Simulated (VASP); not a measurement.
# B in VASP: a series of runs

B is run at these levels: PBE, r2SCAN, HSE06; tasks: single point.

All numbers are computed with VASP 6.6.1; they aren't measurements. Logs are shortened: lines on timing, memory, paths and dates and some standing lists are left out, and cuts for length are marked.

## 1. The cell of the first run

The typed cell holds 1 atom: a = 2.349 Å, b = 2.335 Å, c = 1.592 Å, α = 87.93°, β = 89.25°, γ = 90.49°.

## 2. Single point, PBE (the cell strained at random)

INCAR reads:

```
PREC = Accurate ; ENCUT = 520
EDIFF = 1E-6 ; ISMEAR = -1
SIGMA = 0.05 ; LREAL = False
LASPH = True ; NELM = 60
ALGO = Normal ; ISIF = 2
LWAVE = False ; LCHARG = True
GGA = PE ; LELF = True
LVHAR = True ; NBANDS = 8
```

KPOINTS reads:

```
regular mesh
0
Gamma
  11 11 16
```

POSCAR reads:

```
B
1.0
    2.3493510000     -0.0101880000      0.0154020000
   -0.0101880000      2.3346640000      0.0422970000
    0.0104100000      0.0285890000      1.5919840000
B
1
Direct
    0.5026920000      0.5130090000      0.5028790000
```

Potentials or basis: VASP PAW PBE potentials, release 64 (B).

Launch:

```console
$ cat potpaw_PBE.64/B/POTCAR > POTCAR
$ mpirun -np 1 vasp_std > vasp.out
```

OUTCAR:

```text
PREC = Accurate
   ENCUT = 520
   EDIFF = 1E-6
   ISMEAR = -1
   LREAL = False
   LASPH = True
   NELM = 60
   ISIF = 2
   GGA = PE

 ion  position               nearest neighbor table
   1  0.503  0.513  0.503-

  LATTYP: Found a triclinic cell.
 ALAT       =     1.5922747110
 B/A-ratio  =     1.8045238011
 C/A-ratio  =     1.4755139672
 COS(alpha) =     0.0002393760
 COS(beta)  =     0.0130142093
 COS(gamma) =     0.5834466421

  Lattice vectors:

 A1 = (  -0.0104100000,  -0.0285890000,  -1.5919840000)
 A2 = (  -0.0002220000,  -2.3632530000,  -1.6342810000)
 A3 = (  -2.3493510000,   0.0101880000,  -0.0154020000)

Analysis of symmetry for initial positions (statically):
=====================================================================
 Subroutine PRICEL returns:
 Original cell was already a primitive cell.

 Routine SETGRP: Setting up the symmetry group for a
 triclinic supercell.

 Subroutine GETGRP returns: Found  2 space group operations
 (whereof  1 operations were pure point group operations)
 out of a pool of  2 trial point group operations.

The static configuration has the point symmetry C_1 .
 The point group associated with its full space group is S_2 .

Analysis of symmetry for dynamics (positions and initial velocities):
=====================================================================
 Subroutine PRICEL returns:
 Original cell was already a primitive cell.

 Routine SETGRP: Setting up the symmetry group for a
 triclinic supercell.

 Subroutine GETGRP returns: Found  2 space group operations
 (whereof  1 operations were pure point group operations)
 out of a pool of  2 trial point group operations.

The dynamic configuration has the point symmetry C_1 .
 The point group associated with its full space group is S_2 .

 Subroutine INISYM returns: Found  2 space group operations
 (whereof  1 operations are pure point group operations),
 and found     1 'primitive' translations

----------------------------------------------------------------------------------------

                                     Primitive cell

  volume of cell :       8.7286

  direct lattice vectors                    reciprocal lattice vectors
     2.349351000 -0.010188000  0.015402000     0.425676216  0.001908614 -0.002817776
    -0.010188000  2.334664000  0.042297000     0.001908616  0.428475117 -0.007707077
     0.010410000  0.028589000  1.591984000    -0.004169008 -0.011402507  0.628379045

  length of vectors
     2.349423576  2.335069340  1.592274711     0.425689821  0.428548676  0.628496318

  position of ions in fractional coordinates (direct lattice)
     0.502692000  0.513009000  0.502879000

  ion indices of the primitive-cell ions
   primitive index   ion index
                 1           1

----------------------------------------------------------------------------------------

 KPOINTS: regular mesh

Automatic generation of k-mesh.
 Grid dimensions read from file:
 generate k-points for:   11   11   16

 Generating k-lattice:

  Cartesian coordinates                     Fractional coordinates (reciprocal lattice)
     0.038697838  0.000173510 -0.000256161     0.090909091  0.000000000 -0.000000000
     0.000173511  0.038952283 -0.000700643    -0.000000000  0.090909091  0.000000000
    -0.000260563 -0.000712657  0.039273690    -0.000000000  0.000000000  0.062500000

  Length of vectors
     0.038699075  0.038958971  0.039281020

  Shift w.r.t. Gamma in fractional coordinates (k-lattice)
     0.000000000  0.000000000  0.000000000

 Subroutine IBZKPT returns following result:
 ===========================================

 Found    969 irreducible k-points:

 Following reciprocal coordinates:
            Coordinates               Weight
  0.000000  0.000000  0.000000      1.000000
  0.090909 -0.000000  0.000000      2.000000
  0.181818 -0.000000  0.000000      2.000000
  0.272727 -0.000000  0.000000      2.000000
  0.363636 -0.000000  0.000000      2.000000
  0.454545  0.000000  0.000000      2.000000
[... 16 lines left out ...]
  0.454545  0.181818  0.000000      2.000000
 -0.454545  0.181818  0.000000      2.000000
 [... further k-points ...]
   k-points           NKPTS =    969   k-points in BZ     NKDIM =    969   number of bands    NBANDS=      8
   number of dos      NEDOS =    301   number of ions     NIONS =      1
   total plane-waves  NPLWV =   3888
   dimension x,y,z NGX =    18 NGY =   18 NGZ =   12
   dimension x,y,z NGXF=    36 NGYF=   36 NGZF=   24
   ions per type =               1
   NGX,Y,Z   is equivalent  to a cutoff of  12.74, 12.82, 12.53 a.u.
   NGXF,Y,Z  is equivalent  to a cutoff of  25.47, 25.63, 25.06 a.u.
 SYSTEM =  unknown system
   PREC   = accura    normal or accurate (medium, high low for compatibility)
   ISTART =      0    job   : 0-new  1-cont  2-samecut
   ICHARG =      2    charge: 1-file 2-atom 10-const
   ISPIN  =      1    spin polarized calculation?
   LNONCOLLINEAR =      F non collinear calculations
[... 115 lines left out ...]
  band No.  band energies     occupation
      1      -4.6356      2.00000
      2      -1.9045      2.00000
      3      11.4257      0.00000
      4      24.3405      0.00000
      5      25.9162      0.00000
      6      27.9199      0.00000
      7      31.7965      0.00000
      8      41.4468      0.00000

 k-point     7 :      -0.0000    0.0909    0.0000
  band No.  band energies     occupation
      1      -8.7698      2.00000
      2       8.3643      0.00000
      3       9.5661      0.00000
      4      19.9633      0.00000
      5      21.6768      0.00000
      6      31.1209      0.00000
      7      37.6297      0.00000
      8      39.3085      0.00000

 k-point     8 :       0.0909    0.0909    0.0000
  band No.  band energies     occupation
      1      -8.5835      2.00000
      2       8.1016      0.00000
      3       8.6834      0.00000
      4      21.4627      0.00000
      5      21.8144      0.00000
      6      31.1759      0.00000
      7      35.0385      0.00000
      8      41.2157      0.00000

 k-point     9 :       0.1818    0.0909    0.0000
  band No.  band energies     occupation
      1      -8.0329      2.00000
      2       5.6562      0.00001
      3       8.9271      0.00000
      4      22.1326      0.00000
      5      24.5052      0.00000
      6      31.3261      0.00000
      7      32.1142      0.00000
      8      39.5721      0.00000

 k-point    10 :       0.2727    0.0909    0.0000
  band No.  band energies     occupation
      1      -7.1249      2.00000
      2       2.9129      2.00000
      3       9.4648      0.00000
      4      22.4526      0.00000
      5      26.5406      0.00000
      6      31.1882      0.00000
      7      31.5304      0.00000
      8      37.7476      0.00000
[... 78 lines left out ...]
 k-point    18 :      -0.0000    0.1818    0.0000
  band No.  band energies     occupation
      1      -8.2131      2.00000
      2       5.7277      0.00000
      3       9.9155      0.00000
      4      20.6195      0.00000
      5      24.7043      0.00000
      6      31.2723      0.00000
      7      34.0168      0.00000
      8      36.8061      0.00000

 k-point    19 :       0.0909    0.1818    0.0000
  band No.  band energies     occupation
      1      -8.0247      2.00000
      2       5.8077      0.00000
      3       8.7505      0.00000
      4      21.8502      0.00000
      5      24.7932      0.00000
      6      31.3250      0.00000
      7      32.0731      0.00000
      8      39.4463      0.00000

 k-point    20 :       0.1818    0.1818    0.0000
  band No.  band energies     occupation
      1      -7.4748      2.00000
      2       5.5465      0.00009
      3       6.9345      0.00000
      4      22.6803      0.00000
      5      26.1879      0.00000
      6      30.3575      0.00000
      7      31.4735      0.00000
      8      42.9551      0.00000

 k-point    21 :       0.2727    0.1818    0.0000
  band No.  band energies     occupation
      1      -6.5708      2.00000
      2       3.2679      2.00000
      3       7.1538      0.00000
      4      21.2431      0.00000
      5      28.2097      0.00000
      6      31.4956      0.00000
      7      31.6749      0.00000
      8      42.0155      0.00000

 k-point    22 :       0.3636    0.1818    0.0000
  band No.  band energies     occupation
      1      -5.3383      2.00000
      2       0.8033      2.00000
      3       7.8325      0.00000
      4      19.4490      0.00000
      5      28.9748      0.00000
      6      31.8599      0.00000
      7      34.3369      0.00000
      8      41.4122      0.00000

 k-point    23 :       0.4545    0.1818    0.0000
  band No.  band energies     occupation
      1      -3.9336      2.00000
      2      -1.2438      2.00000
      3       8.3753      0.00000
      4      18.2400      0.00000
      5      29.4194      0.00000
      6      31.9758      0.00000
      7      35.4094      0.00000
      8      43.3268      0.00000

 k-point    24 :      -0.4545    0.1818    0.0000
  band No.  band energies     occupation
      1      -3.9776      2.00000
      2      -1.1903      2.00000
      3       8.4227      0.00000
      4      18.1434      0.00000
      5      29.3379      0.00000
      6      31.9759      0.00000
      7      35.5021      0.00000
      8      43.3028      0.00000

 [... further k-points ...]
[... 5 lines left out ...]
  --------------------------------------------------------------------------------------
  -------------------------------------------------------------------------------------
  Total       -0.0645934     -0.0104832     -0.2271917      0.0295043      0.1231883      0.0736968
  in kB      -11.8564955     -1.9242514    -41.7023542      5.4156775     22.6119384     13.5274694
  external PRESSURE =     -18.4943671 kB  Pullay stress =       0.0000000 kB

 VOLUME and BASIS-vectors are now :
 -----------------------------------------------------------------------------
  energy-cutoff  :      520.00
  volume of cell :        8.73
      direct lattice vectors                 reciprocal lattice vectors
     2.349351000 -0.010188000  0.015402000     0.425676216  0.001908614 -0.002817776
    -0.010188000  2.334664000  0.042297000     0.001908616  0.428475117 -0.007707077
     0.010410000  0.028589000  1.591984000    -0.004169008 -0.011402507  0.628379045

 POSITION                                       TOTAL-FORCE (eV/Angst)
 -----------------------------------------------------------------------------------
      1.18101      1.20696      0.83002        -0.000000      0.000000      0.000000
 -----------------------------------------------------------------------------------
    total drift:                               -0.000000     -0.000000     -0.000001

  FREE ENERGIE OF THE ION-ELECTRON SYSTEM (eV)
  ---------------------------------------------------
  free  energy   TOTEN  =        -5.6616902762 eV

  energy  without entropy=       -5.6601987665  energy(sigma->0) =       -5.66094452
```

Run time: 26 s. Hardware: 1 thread of AMD EPYC 9R45 (Zen 5), shared host; peak memory 0.12 GiB.

What came out:

```
Free energy : -5.6617 eV
Pressure    : -1.8 GPa
```

Caveat: the cell differs from its parent crystal (the cell strained at random).

## 3. Single point, r2SCAN

POSCAR is that of step 2.

INCAR.step1 reads:

```
PREC = Accurate
ENCUT = 520
ISMEAR = 1
SIGMA = 0.05
LREAL = False
LASPH = True
NELM = 80
NBANDS = 8
GGA = PE
ALGO = Normal
EDIFF = 1E-4
LWAVE = True
LCHARG = False
```

INCAR.step2 reads:

```
PREC = Accurate
ENCUT = 520
EDIFF = 1E-6
ISMEAR = 1
SIGMA = 0.05
LREAL = False
LASPH = True
NELM = 80
ALGO = Normal
ISIF = 2
LWAVE = False
LCHARG = False
METAGGA = R2SCAN
LMIXTAU = True
NBANDS = 8
ISTART = 1
```

KPOINTS reads:

```
regular mesh
0
Gamma
  8 8 12
```

Potentials or basis: VASP PAW PBE potentials, release 64 (B).

Launch:

```console
$ cat potpaw_PBE.64/B/POTCAR > POTCAR
$ cp INCAR.step1 INCAR
$ mpirun -np 1 vasp_std > vasp.out
$ cp INCAR.step2 INCAR
$ mpirun -np 1 vasp_std > vasp.out
```

Run time: 77 s. Hardware: 1 thread of AMD EPYC 7R43 (Zen 3), shared host; peak memory 0.09 GiB.

Results (log left out):

* Free energy: -6.2707 eV
* Pressure: -1.4 GPa

Stress tensor (GPa, compression positive):
```
  5.04   0.48  -0.41
  0.48   7.41   1.36
 -0.41   1.36 -16.77
```

Levels at points of the mesh, in eV from the Fermi level:
```csv
k point,band 1,band 2,band 3,band 4,band 5,band 6
"(0.00, 0.00, 0.00)",-14.89,4.93,5.18,14.93,16.52,27.44
"(0.50, 0.00, 0.00)",-9.97,-7.73,7.16,20.94,21.77,23.84
"(0.00, 0.50, 0.00)",-9.84,-7.73,7.02,20.75,21.56,23.51
"(0.50, 0.50, 0.00)",-4.70,-4.48,-4.29,5.73,28.91,38.10
"(0.00, 0.00, 0.50)",-6.44,1.44,14.76,14.86,22.76,27.28
"(0.50, 0.00, 0.50)",-4.28,4.73,7.27,11.16,16.22,30.81
"(0.00, 0.50, 0.50)",-4.24,4.74,7.29,11.32,16.18,30.46
"(0.50, 0.50, 0.50)",-2.43,7.24,7.38,14.14,15.57,16.06
```

Caveat: the PAW data sets were made with another functional, which shifts forces and pressure a little.

## 4. Single point, r2SCAN

POSCAR is that of step 3.

INCAR.step1 reads:

```
SYSTEM = B
PREC = Accurate
ENCUT = 520
ISMEAR = 1
SIGMA = 0.05
LREAL = .False.
LASPH = .True.
NELM = 80
NBANDS = 8
GGA = PE
ALGO = Normal
EDIFF = 1E-4
LWAVE = .True.
LCHARG = .False.
```

INCAR.step2 reads:

```
SYSTEM = B
PREC = Accurate
ENCUT = 520
EDIFF = 1E-6
ISMEAR = 1
SIGMA = 0.05
LREAL = .False.
LASPH = .True.
NELM = 80
ALGO = Normal
ISIF = 2
LWAVE = .False.
LCHARG = .False.
METAGGA = R2SCAN
LMIXTAU = .True.
NBANDS = 8
ISTART = 1
```

KPOINTS reads:

```
regular mesh
0
Gamma
  8 8 12
  0 0 0
```

Launch:

```console
$ cat potpaw_PBE.64/B/POTCAR > POTCAR
$ cp INCAR.step1 INCAR
$ mpirun -np 1 vasp_std > vasp.out
$ cp INCAR.step2 INCAR
$ mpirun -np 1 vasp_std > vasp.out
```

It took 1.9 min on 1 thread of AMD EPYC 7R43 (Zen 3), shared host; peak memory 0.09 GiB.

The run converged. Its results:

| Quantity | Value |
| --- | --- |
| Free energy | -6.2707 eV |
| Pressure | -1.4 GPa |

Stress tensor (GPa, compression positive):
```
  5.04   0.48  -0.41
  0.48   7.41   1.36
 -0.41   1.36 -16.77
```

Levels at points of the mesh, in eV from the Fermi level:
```
           k point  band 1  band 2  band 3  band 4  band 5  band 6
(0.00, 0.00, 0.00)  -14.89    4.93    5.18   14.93   16.52   27.44
(0.50, 0.00, 0.00)   -9.97   -7.73    7.16   20.94   21.77   23.84
(0.00, 0.50, 0.00)   -9.84   -7.73    7.02   20.75   21.56   23.51
(0.50, 0.50, 0.00)   -4.70   -4.48   -4.29    5.73   28.91   38.10
(0.00, 0.00, 0.50)   -6.44    1.44   14.76   14.86   22.76   27.28
(0.50, 0.00, 0.50)   -4.28    4.73    7.27   11.16   16.22   30.81
(0.00, 0.50, 0.50)   -4.24    4.74    7.29   11.32   16.18   30.46
(0.50, 0.50, 0.50)   -2.43    7.24    7.38   14.14   15.57   16.06
```

Caveat: the PAW data sets were made with another functional, which shifts forces and pressure a little.

## 5. Single point, HSE06

POSCAR reads:

```
B
1.0
    2.3461100000      0.0000000000      0.0000000000
    0.0000000000      2.3461100000      0.0000000000
    0.0000000000      0.0000000000      1.5857900000
B
1
Direct
    0.5000000000      0.5000000000      0.5000000000
```

INCAR.step1 reads:

```
PREC = Accurate ; ENCUT = 520
EDIFF = 1E-5 ; ISMEAR = -1
SIGMA = 0.1 ; LREAL = F
LASPH = T ; NELM = 80
ALGO = Normal ; ISIF = 2
LWAVE = T ; LCHARG = F
NBANDS = 8 ; GGA = PE
```

INCAR.step2 reads:

```
PREC = Accurate ; ENCUT = 520
EDIFF = 1E-7 ; ISMEAR = -1
SIGMA = 0.1 ; LREAL = F
LASPH = T ; NELM = 80
ALGO = Normal ; ISIF = 2
LWAVE = F ; LCHARG = F
GGA = PE ; LHFCALC = T
HFSCREEN = 0.2079 ; PRECFOCK = Normal
NBANDS = 8 ; ISTART = 1
```

KPOINTS reads:

```
Automatic mesh
0
Gamma
  6 6 8
```

Launch:

```console
$ cat potpaw_PBE.64/B/POTCAR > POTCAR
$ cp INCAR.step1 INCAR
$ mpirun -np 1 vasp_std > vasp.out
$ cp INCAR.step2 INCAR
$ mpirun -np 1 vasp_std > vasp.out
```

Wall time 4.5 min (1 thread of AMD EPYC 7R43 (Zen 3), shared host); peak memory 0.17 GiB.

It converged, with:

| Property | Result |
| --- | --- |
| Free energy | -6.2631 eV |
| Pressure | -1.0 GPa |

Stress tensor (GPa, compression positive):
```
 1.95  0.00  0.00
 0.00  1.95  0.00
 0.00  0.00 -6.89
```

Levels at points of the mesh, in eV from the Fermi level:
| k point | band 1 | band 2 | band 3 | band 4 |
| --- | --- | --- | --- | --- |
| (0.00, 0.00, 0.00) | -15.70 | 5.63 | 5.63 | 15.35 |
| (0.50, 0.00, 0.00) | -10.50 | -8.18 | 7.67 | 21.20 |
| (0.50, 0.50, 0.00) | -5.10 | -4.50 | -4.50 | 5.64 |
| (0.00, 0.00, 0.50) | -6.80 | 2.16 | 15.41 | 15.41 |
| (0.50, 0.00, 0.50) | -4.56 | 5.42 | 8.09 | 11.65 |
| (0.50, 0.50, 0.50) | -2.69 | 8.08 | 8.08 | 15.11 |

Caveat: the k points lie up to 0.50 Å⁻¹ apart; the PAW data sets were made with another functional, which shifts forces and pressure a little.

## 6. Single point, HSE06

POSCAR is that of step 5.

INCAR.step1 reads:

```
SYSTEM = B
  ALGO = Normal
  EDIFF = 1E-5
  ENCUT = 520
  GGA = PE
  ISIF = 2
  ISMEAR = -1
  LASPH = .True.
  LREAL = .False.
  LWAVE = .True.
  NBANDS = 8
  NELM = 60
  PREC = Accurate
  SIGMA = 0.1
```

INCAR.step2 reads:

```
SYSTEM = B
  ALGO = Normal
  EDIFF = 1E-6
  ENCUT = 520
  GGA = PE
  HFSCREEN = 0.2079
  ISIF = 2
  ISMEAR = -1
  ISTART = 1
  LASPH = .True.
  LCHARG = .True.
  LELF = .True.
  LHFCALC = .True.
  LREAL = .False.
  LVHAR = .True.
  LWAVE = .False.
  NBANDS = 8
  NELM = 60
  PREC = Accurate
  PRECFOCK = Normal
  SIGMA = 0.1
```

KPOINTS reads:

```
k-points
0
Gamma
  6 6 8
  0 0 0
```

Potentials or basis: VASP PAW PBE potentials, release 64 (B).

Launch:

```console
$ cat potpaw_PBE.64/B/POTCAR > POTCAR
$ cp INCAR.step1 INCAR
$ mpirun -np 1 vasp_std > vasp.out
$ cp INCAR.step2 INCAR
$ mpirun -np 1 vasp_std > vasp.out
```

It took 3.4 min on 1 thread of AMD EPYC 7R43 (Zen 3), shared host; peak memory 0.17 GiB.

The run converged. Its results:

```
Free energy : -6.2631 eV
Pressure    : -1.0 GPa
```

Stress tensor (GPa, compression positive):
```
 1.94  0.00  0.00
 0.00  1.94  0.00
 0.00  0.00 -6.90
```

Levels at points of the mesh, in eV from the Fermi level:
| k point | band 1 | band 2 | band 3 | band 4 | band 5 | band 6 |
| --- | --- | --- | --- | --- | --- | --- |
| (0.00, 0.00, 0.00) | -15.70 | 5.63 | 5.63 | 15.35 | 16.48 | 28.54 |
| (0.50, 0.00, 0.00) | -10.50 | -8.18 | 7.67 | 21.20 | 21.22 | 23.73 |
| (0.50, 0.50, 0.00) | -5.10 | -4.50 | -4.50 | 5.64 | 30.02 | 37.75 |
| (0.00, 0.00, 0.50) | -6.80 | 2.16 | 15.41 | 15.41 | 22.72 | 28.18 |
| (0.50, 0.00, 0.50) | -4.56 | 5.42 | 8.10 | 11.65 | 16.75 | 30.67 |
| (0.50, 0.50, 0.50) | -2.69 | 8.08 | 8.08 | 15.11 | 16.28 | 16.28 |

Caveat: the k points lie up to 0.50 Å⁻¹ apart; the PAW data sets were made with another functional, which shifts forces and pressure a little.

## 7. Overview

```csv
level,cell,k mesh,smearing,grid for exact exchange (PRECFOCK),screening parameter,gap on the mesh (eV),pressure (GPa)
PBE,"a = 2.349, b = 2.335, c = 1.592 Å, angles 87.9, 89.3, 90.5°, 1 atom",11 × 11 × 16,fermi-dirac 0.05 eV,-,-,none,-1.8
r2SCAN,"a = 2.349, b = 2.335, c = 1.592 Å, angles 87.9, 89.3, 90.5°, 1 atom",8 × 8 × 12,methfessel-paxton 0.05 eV,-,-,none,-1.4
HSE06,"a = 2.346, b = 2.346, c = 1.586 Å, 1 atom",6 × 6 × 8,fermi-dirac 0.1 eV,Normal,0.2079 1/Å,none,-1.0
```

Alike in all rows: task single point; potentials or basis VASP PAW PBE potentials, release 64 (B); no spin polarisation; cutoff (eV) 520.

Caveats: some runs use coarse meshes; the PAW data sets were made with another functional, which shifts forces and pressure a little (some runs).

Total energies depend on the potentials used, so only differences within one code and one set of settings carry meaning.
